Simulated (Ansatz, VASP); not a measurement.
One calculation of Si4P, two programs

```xyz
5
Lattice="3.5701 -0.0327 -0.0320 -0.0325 4.4663 0.0434 1.7179 1.5085 4.9779" Properties=species:S:1:pos:R:3 pbc="T T T"
Si    4.4025    3.7185    3.4568
Si    2.6129    2.2105    4.4671
Si    2.6425    3.7315    0.5221
Si    0.8529    2.2236    1.5324
P     2.6440    0.7379    2.4729
```

Alike in both runs: functional PBE; k mesh 6 × 6 × 4; occupations gaussian, width 0.1 eV; no spin polarisation.

Ansatz relaxed the structure, and its values are those at the end. VASP's run is a single point on that final structure, the one shown.

```csv
,VASP,Ansatz
version,VASP 6.6.1,Ansatz 0.2.0
potentials or method,"VASP PAW PBE potentials, release 64 (Si, P), cutoff 520 eV","scalar-relativistic, plane waves, PAW"
valence electrons in the cell,21,21
```

VASP gave:

- gap on the k mesh at the Fermi level (eV): none
- pressure (GPa): -0.1
- rms of the force components (eV/Å): 0.004

Task: What did Ansatz give for the same quantities?

Result: gap on the k mesh at the Fermi level (eV): none; pressure (GPa): 0.0; rms of the force components (eV/Å): 0.004.

A gap of «none» marks a metal or a gap that the smearing closes. With one functional, cell and mesh, what is left measures potentials, basis and numerics.
